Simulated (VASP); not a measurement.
Wanted: the native input for a VASP 6.6.1 run.

```yaml
Task: single point
Functional: r2SCAN
Potentials_or_basis: VASP PAW PBE potentials, release 64 (V_sv)
Cutoff: 520 eV
k_mesh: 10 × 10 × 10
Occupations: fermi-dirac, width 0.05 eV
Spin: collinear spin, ferromagnetic start
Starting_moments: "[1.0, 1.0] μB"
Dipole_correction: no
Further_INCAR_settings: ALGO = Normal; EDIFF = 1e-07; NBANDS = 24
```

V:

```
V
1.0
     0.00000    2.70937    2.70937
     2.70937    0.00000    2.70937
     2.70937    2.70937    0.00000
V
2
Direct
  0.12500 0.12500 0.12500
  0.87500 0.87500 0.87500
```

This isn't the form of V at room conditions, which is bcc.

The input as run:

POSCAR

```
V
1.0
    0.0000000000      2.7093714665      2.7093714665
    2.7093714665      0.0000000000      2.7093714665
    2.7093714665      2.7093714665      0.0000000000
V
2
Direct
    0.1250000000      0.1250000000      0.1250000000
    0.8750000000      0.8750000000      0.8750000000
```

INCAR.step1

```
PREC     = Accurate       # precision mode
ENCUT    = 520            # plane-wave cutoff, eV
ISMEAR   = -1             # smearing method
SIGMA    = 0.05           # smearing width, eV
LREAL    = False          # projectors in reciprocal space
LASPH    = True           # aspherical terms in the spheres
NELM     = 150            # most SCF steps
ISPIN    = 2              # spin polarisation
MAGMOM   = 1 1            # initial moments
LMAXMIX  = 4              # l up to which the mixer works
NBANDS   = 24             # bands
GGA      = PE             # functional
ALGO     = Normal         # electronic algorithm
EDIFF    = 1E-4           # SCF threshold, eV
LWAVE    = True           # write WAVECAR
LCHARG   = False          # write CHGCAR
```

INCAR.step2

```
PREC     = Accurate       # precision mode
ENCUT    = 520            # plane-wave cutoff, eV
EDIFF    = 1E-7           # SCF threshold, eV
ISMEAR   = -1             # smearing method
SIGMA    = 0.05           # smearing width, eV
LREAL    = False          # projectors in reciprocal space
LASPH    = True           # aspherical terms in the spheres
NELM     = 150            # most SCF steps
ALGO     = Normal         # electronic algorithm
ISIF     = 2              # what is computed and relaxed
LWAVE    = False          # write WAVECAR
LCHARG   = False          # write CHGCAR
ISPIN    = 2              # spin polarisation
MAGMOM   = 1 1            # initial moments
LORBIT   = 11             # projections on sites
LMAXMIX  = 4              # l up to which the mixer works
METAGGA  = R2SCAN         # meta-GGA
LMIXTAU  = True         
NBANDS   = 24             # bands
ISTART   = 1
```

KPOINTS

```
regular mesh
0
Gamma
  10 10 10
```

Potentials or basis: VASP PAW PBE potentials, release 64 (V_sv).

Run with:

```bash
$ cat potpaw_PBE.64/V_sv/POTCAR > POTCAR
$ cp INCAR.step1 INCAR
$ mpirun -np 1 vasp_std > vasp.out
$ cp INCAR.step2 INCAR
$ mpirun -np 1 vasp_std > vasp.out
```

Results of the run:

```json
{"Pressure": "0.5 GPa", "Net moment": "4.31 μB per cell", "Site moments": "V +2.00 μB", "Valence electrons inside the program's atomic spheres": "V 11.67"}
```

Caveat: the PAW data sets were made with another functional, which shifts forces and pressure a little.

It took 4.9 min on 1 thread of Intel(R) Xeon(R) Platinum 8488C (Sapphire Rapids), with other jobs on the host, peak memory 0.22 GiB.
